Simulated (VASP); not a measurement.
The system is Al.

```
CELL_PARAMETERS angstrom
4.51600 0.00000 0.00000
-2.25800 3.91097 0.00000
0.00000 0.00000 2.79992
ATOMIC_POSITIONS crystal
Al 0.00000 0.00000 0.00000
Al 0.33333 0.66667 0.50000
Al 0.66667 0.33333 0.50000
```

```yaml
Program: VASP 6.6.1
Task: relaxation of cell and atoms
Functional: PBE
Potentials_or_basis: VASP PAW PBE potentials, release 64 (Al)
Cutoff: 600 eV
k_mesh: 8 × 8 × 11
Occupations: fermi-dirac, width 0.08 eV
Spin: no spin polarisation
```

At the start: pressure 3.2 GPa; volume 16.48 Å³/atom.

Problem. Where does the relaxation end?

Solution. Over 3 steps the energy falls by 6.8 meV/atom and the volume is 17.20 Å³/atom (+4.3 %); space group P6/mmm (No. 191, to 0.05 Å).

Step by step:
| step | energy change (eV) | largest force (eV/Å) | pressure (GPa) | volume (Å³) |
| --- | --- | --- | --- | --- |
| 1 | 0.0000 | 0.0000 | 3.17 | 49.45 |
| 2 | -0.0203 | 0.0000 | -0.29 | 51.83 |
| 3 | -0.0205 | 0.0000 | 0.00 | 51.60 |

Final structure:
```
Al
1.0
     4.58261    0.00000    0.00000
    -2.29130    3.96865    0.00000
     0.00000    0.00000    2.83721
Al
3
Cartesian
  -2.2913 3.9687 2.8372
  0.0000 2.6458 1.4186
  2.2913 1.3229 1.4186
```
